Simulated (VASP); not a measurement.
# Rb (Im-3m) in VASP: single point with PBEsol

Aim: the single point of Rb with PBEsol.

All numbers are computed with VASP 6.6.1; they aren't measurements. Logs are shortened: lines on timing, memory, paths and dates and some standing lists are left out, and cuts for length are marked.

### Step 1. The cell of the first run

The structure is cubic, space group Im-3m (No. 229). Conventional cell: a = 5.585 Å, b = 5.585 Å, c = 5.585 Å, α = 90.00°, β = 90.00°, γ = 90.00°.

### Step 2. Single point, PBEsol

Contents of INCAR:

```
SYSTEM = Rb
  ALGO = Normal
  EDIFF = 1E-6
  ENCUT = 520
  GGA = PS
  ISIF = 2
  ISMEAR = -1
  LASPH = .TRUE.
  LCHARG = .FALSE.
  LREAL = .FALSE.
  LWAVE = .FALSE.
  NBANDS = 10
  NELM = 60
  PREC = Accurate
  SIGMA = 0.1
```

Contents of KPOINTS:

```
k-points
0
G
  13 13 13
  0 0 0
```

Contents of POSCAR:

```
Rb
1.0
   -2.7925000000      2.7925000000      2.7925000000
    2.7925000000     -2.7925000000      2.7925000000
    2.7925000000      2.7925000000     -2.7925000000
Rb
1
Direct
    0.0000000000      0.0000000000      0.0000000000
```

Potentials or basis: VASP PAW PBE potentials, release 64 (Rb_sv).

Started as:

```bash
$ cat potpaw_PBE.64/Rb_sv/POTCAR > POTCAR
$ mpirun -np 1 vasp_std > vasp.out
```

OUTCAR:

```text
SYSTEM = Rb
   EDIFF = 1E-6
   ENCUT = 520
   GGA = PS
   ISIF = 2
   ISMEAR = -1
   LASPH = .TRUE.
   LREAL = .FALSE.
   NELM = 60
   PREC = Accurate

 ion  position               nearest neighbor table
   1  0.000  0.000  0.000-

  LATTYP: Found a body centered cubic cell.
 ALAT       =     5.5850000000

  Lattice vectors:

 A1 = (  -2.7925000000,   2.7925000000,   2.7925000000)
 A2 = (   2.7925000000,  -2.7925000000,   2.7925000000)
 A3 = (   2.7925000000,   2.7925000000,  -2.7925000000)

Analysis of symmetry for initial positions (statically):
=====================================================================
 Subroutine PRICEL returns:
 Original cell was already a primitive cell.

 Routine SETGRP: Setting up the symmetry group for a
 body centered cubic supercell.

 Subroutine GETGRP returns: Found 48 space group operations
 (whereof 48 operations were pure point group operations)
 out of a pool of 48 trial point group operations.

The static configuration has the point symmetry O_h .

Analysis of symmetry for dynamics (positions and initial velocities):
=====================================================================
 Subroutine PRICEL returns:
 Original cell was already a primitive cell.

 Routine SETGRP: Setting up the symmetry group for a
 body centered cubic supercell.

 Subroutine GETGRP returns: Found 48 space group operations
 (whereof 48 operations were pure point group operations)
 out of a pool of 48 trial point group operations.

The dynamic configuration has the point symmetry O_h .

 Subroutine INISYM returns: Found 48 space group operations
 (whereof 48 operations are pure point group operations),
 and found     1 'primitive' translations

----------------------------------------------------------------------------------------

                                     Primitive cell

  volume of cell :      87.1043

  direct lattice vectors                    reciprocal lattice vectors
    -2.792500000  2.792500000  2.792500000     0.000000000  0.179051030  0.179051030
     2.792500000 -2.792500000  2.792500000     0.179051030  0.000000000  0.179051030
     2.792500000  2.792500000 -2.792500000     0.179051030  0.179051030  0.000000000

  length of vectors
     4.836751880  4.836751880  4.836751880     0.253216394  0.253216394  0.253216394

  position of ions in fractional coordinates (direct lattice)
     0.000000000  0.000000000  0.000000000

  ion indices of the primitive-cell ions
   primitive index   ion index
                 1           1

----------------------------------------------------------------------------------------

 KPOINTS: k-points

Automatic generation of k-mesh.
 Grid dimensions read from file:
 generate k-points for:   13   13   13

 Generating k-lattice:

  Cartesian coordinates                     Fractional coordinates (reciprocal lattice)
     0.000000000  0.013773156  0.013773156     0.076923077  0.000000000  0.000000000
     0.013773156  0.000000000  0.013773156     0.000000000  0.076923077  0.000000000
     0.013773156  0.013773156  0.000000000     0.000000000  0.000000000  0.076923077

  Length of vectors
     0.019478184  0.019478184  0.019478184

  Shift w.r.t. Gamma in fractional coordinates (k-lattice)
     0.000000000  0.000000000  0.000000000

 Subroutine IBZKPT returns following result:
 ===========================================

 Found     84 irreducible k-points:

 Following reciprocal coordinates:
            Coordinates               Weight
  0.000000  0.000000  0.000000      1.000000
  0.076923  0.000000  0.000000     12.000000
  0.153846  0.000000  0.000000     12.000000
  0.230769  0.000000  0.000000     12.000000
  0.307692  0.000000  0.000000     12.000000
  0.384615  0.000000  0.000000     12.000000
[... 16 lines left out ...]
  0.153846  0.076923  0.076923     24.000000
  0.230769  0.076923  0.076923     24.000000
 [... further k-points ...]
   k-points           NKPTS =     84   k-points in BZ     NKDIM =     84   number of bands    NBANDS=     10
   number of dos      NEDOS =    301   number of ions     NIONS =      1
   total plane-waves  NPLWV =  46656
   dimension x,y,z NGX =    36 NGY =   36 NGZ =   36
   dimension x,y,z NGXF=    72 NGYF=   72 NGZF=   72
   ions per type =               1
   NGX,Y,Z   is equivalent  to a cutoff of  12.37, 12.37, 12.37 a.u.
   NGXF,Y,Z  is equivalent  to a cutoff of  24.75, 24.75, 24.75 a.u.
 SYSTEM =  Rb
   PREC   = accura    normal or accurate (medium, high low for compatibility)
   ISTART =      0    job   : 0-new  1-cont  2-samecut
   ICHARG =      2    charge: 1-file 2-atom 10-const
   ISPIN  =      1    spin polarized calculation?
   LNONCOLLINEAR =      F non collinear calculations
   LSORBIT =      F    spin-orbit coupling
   LASPH  =      T    aspherical Exc in radial PAW
   ENCUT  =  520.0 eV  38.22 Ry    6.18 a.u.   8.99  8.99  8.99*2*pi/ulx,y,z
   NELM   =     60;   NELMIN=  2; NELMDL= -5     # of ELM steps
   EDIFF  = 0.1E-05   stopping-criterion for ELM
   LREAL  =      F    real-space projection
   EDIFFG = 0.1E-04   stopping-criterion for IOM
   NSW    =      0    number of steps for IOM
   IBRION =     -1    ionic relax: 0-MD 1-quasi-New 2-CG
   NFREE  =      0    steps in history (QN), initial steepest desc. (CG)
   ISIF   =      2    stress and relaxation
   ISYM   =      2    0-nonsym 1-usesym 2-fastsym
   POTIM  = 0.5000    time-step for ionic-motion
   TEBEG  =    0.0;   TEEND  =   0.0 temperature during run
   PSTRESS=    0.0 pullay stress
   NELECT =       9.0000    total number of electrons
   NUPDOWN=      -1.0000    fix difference up-down
   EMIN   =  10.00;   EMAX   =-10.00  energy-range for DOS
   EFERMI =   0.00;   METHOD = LEGACY
   ISMEAR =    -1;   SIGMA  =   0.10  broadening in eV -4-tet -1-fermi 0-gaus
   EFERMI_NEDOS =   21; number of points for ismear=-14 and -15
   IALGO  =     38    algorithm
   IMIX   =      4    mixing-type and parameters
     AMIX     =   0.40;   BMIX     =  1.00
     AMIX_MAG =   1.60;   BMIX_MAG =  1.00
  volume/ion in A,a.u.               =      87.10       587.81
  Fermi-wavevector in a.u.,A,eV,Ry     =   0.768203  1.451693  8.029279  0.590135
  Thomas-Fermi vector in A             =   1.868925
   LORBIT       =      0    0 simple, 1 ext, 2 COOP (PROOUT), +10 PAW based schemes
   GGA     = PS    functional components
   LHFCALC =     F    Hartree Fock is set to
   AEXX    =    0.0000 exact exchange contribution
   IVDW    =     0    specifies the selected vdW correction
   LEPSILON=     F    determine dielectric tensor
   LRPA    =     F    only Hartree local field effects (RPA)
 non-spin polarized calculation
  energy-cutoff  :      520.00
  volume of cell :       87.10
 maximum number of plane-waves:      2382
   NGX = 17   NGY = 17   NGZ = 17

 number of electron       9.0000000 magnetization

 Free energy of the ion-electron system (eV)
  ---------------------------------------------------
  ext. energy  EPLUGINS =         0.00000000
  ---------------------------------------------------
  free energy    TOTEN  =        -1.03947981 eV

  energy without entropy =       -1.01004320  energy(sigma->0) =       -1.02476151

 E-fermi :   0.0433     XC(G=0):  -5.6306

 val. band max:        0.0366966358   @ k =  -0.3077   0.3077   0.3077
 cond. band min:       0.0637770108   @ k =  -0.3846   0.4615   0.0769
 fundamental gap:      0.0270803750
 Fermi energy:         0.0433140838

 k-point     1 :       0.0000    0.0000    0.0000
  band No.  band energies     occupation
      1     -28.7892      2.00000
      2     -12.8315      2.00000
      3     -12.8315      2.00000
      4     -12.8315      2.00000
      5      -1.9906      2.00000
      6       3.7641      0.00000
      7       3.7641      0.00000
      8       3.7641      0.00000
      9       4.7415      0.00000
     10       4.7415      0.00000

 k-point     2 :       0.0769    0.0000    0.0000
  band No.  band energies     occupation
      1     -28.7889      2.00000
      2     -12.8381      2.00000
      3     -12.8337      2.00000
      4     -12.8315      2.00000
      5      -1.9176      2.00000
      6       3.6578      0.00000
      7       3.6605      0.00000
      8       3.8322      0.00000
      9       4.5733      0.00000
     10       4.7122      0.00000

 k-point     3 :       0.1538    0.0000    0.0000
  band No.  band energies     occupation
      1     -28.7881      2.00000
      2     -12.8564      2.00000
      3     -12.8396      2.00000
      4     -12.8315      2.00000
      5      -1.7029      2.00000
      6       3.2558      0.00000
      7       3.4175      0.00000
      8       4.0344      0.00000
      9       4.4645      0.00000
     10       4.6608      0.00000

 k-point     4 :       0.2308    0.0000    0.0000
  band No.  band energies     occupation
      1     -28.7869      2.00000
      2     -12.8817      2.00000
      3     -12.8480      2.00000
      4     -12.8315      2.00000
      5      -1.3591      2.00000
      6       2.6812      0.00000
      7       3.1436      0.00000
      8       4.3651      0.00000
      9       4.5333      0.00000
     10       4.6497      0.00000

 k-point     5 :       0.3077    0.0000    0.0000
  band No.  band energies     occupation
      1     -28.7857      2.00000
      2     -12.9083      2.00000
      3     -12.8568      2.00000
      4     -12.8316      2.00000
      5      -0.9074      1.99985
      6       2.0895      0.00000
      7       2.9057      0.00000
      8       4.6028      0.00000
      9       4.7203      0.00000
     10       4.8145      0.00000

 k-point     6 :       0.3846    0.0000    0.0000
  band No.  band energies     occupation
      1     -28.7847      2.00000
      2     -12.9301      2.00000
      3     -12.8641      2.00000
      4     -12.8316      2.00000
      5      -0.3816      1.97184
      6       1.5135      0.00000
      7       2.7354      0.00000
      8       4.5379      0.00000
      9       4.8924      0.00000
     10       5.3671      0.00000
[... 183 lines left out ...]
 k-point    21 :       0.3077    0.3077    0.0000
  band No.  band energies     occupation
      1     -28.7834      2.00000
      2     -12.9168      2.00000
      3     -12.8995      2.00000
      4     -12.8453      2.00000
      5       0.8459      0.00065
      6       1.2806      0.00001
      7       1.5186      0.00000
      8       4.1473      0.00000
      9       4.8166      0.00000
     10       5.0928      0.00000

 k-point    22 :       0.0769    0.0769    0.0769
  band No.  band energies     occupation
      1     -28.7876      2.00000
      2     -12.8691      2.00000
      3     -12.8362      2.00000
      4     -12.8362      2.00000
      5      -1.5630      2.00000
      6       3.1105      0.00000
      7       3.1105      0.00000
      8       4.1769      0.00000
      9       4.6357      0.00000
     10       4.6357      0.00000

 k-point    23 :       0.1538    0.0769    0.0769
  band No.  band energies     occupation
      1     -28.7866      2.00000
      2     -12.8906      2.00000
      3     -12.8449      2.00000
      4     -12.8367      2.00000
      5      -1.2243      1.99999
      6       2.6219      0.00000
      7       2.8286      0.00000
      8       4.4345      0.00000
      9       4.6716      0.00000
     10       4.8054      0.00000

 k-point    24 :       0.2308    0.0769    0.0769
  band No.  band energies     occupation
      1     -28.7855      2.00000
      2     -12.9112      2.00000
      3     -12.8560      2.00000
      4     -12.8371      2.00000
      5      -0.7772      1.99945
      6       2.0936      0.00000
      7       2.6070      0.00000
      8       4.5956      0.00000
      9       4.8321      0.00000
     10       4.9428      0.00000

 [... further k-points ...]

------------------------ aborting loop because EDIFF is reached ----------------------------------------

  FORCE on cell =-STRESS in cart. coord.  units (eV):
  Direction    XX          YY          ZZ          XY          YZ          ZX
  --------------------------------------------------------------------------------------
  -------------------------------------------------------------------------------------
  Total       -0.0113413     -0.0113413     -0.0113413     -0.0000000      0.0000000      0.0000000
  in kB       -0.2086089     -0.2086089     -0.2086089     -0.0000000      0.0000000      0.0000000
  external PRESSURE =      -0.2086089 kB  Pullay stress =       0.0000000 kB

 VOLUME and BASIS-vectors are now :
 -----------------------------------------------------------------------------
  energy-cutoff  :      520.00
  volume of cell :       87.10
      direct lattice vectors                 reciprocal lattice vectors
    -2.792500000  2.792500000  2.792500000     0.000000000  0.179051030  0.179051030
     2.792500000 -2.792500000  2.792500000     0.179051030  0.000000000  0.179051030
     2.792500000  2.792500000 -2.792500000     0.179051030  0.179051030  0.000000000

 POSITION                                       TOTAL-FORCE (eV/Angst)
 -----------------------------------------------------------------------------------
      0.00000      0.00000      0.00000        -0.000000      0.000000      0.000000
 -----------------------------------------------------------------------------------
    total drift:                               -0.000000      0.000000      0.000000

  FREE ENERGIE OF THE ION-ELECTRON SYSTEM (eV)
  ---------------------------------------------------
  free  energy   TOTEN  =        -1.0394798096 eV

  energy  without entropy=       -1.0100432025  energy(sigma->0) =       -1.02476151
```

Wall time 38 s (1 thread of Intel Xeon Platinum 8488C (Sapphire Rapids), shared host); peak memory 0.23 GiB.

What came out:

```
Free energy            : -1.0395 eV
Pressure               : 0.0 GPa
Band gap on the k mesh : zero (an odd number of electrons rules out a gap without spin polarisation)
```

Levels at points of the mesh, in eV from the Fermi level:
```
           k point  band 2  band 3  band 4  band 5  band 6  band 7
(0.00, 0.00, 0.00)  -12.87  -12.87  -12.87   -2.03    3.72    3.72
```

Caveat: the PAW data sets were made with another functional, which shifts forces and pressure a little.
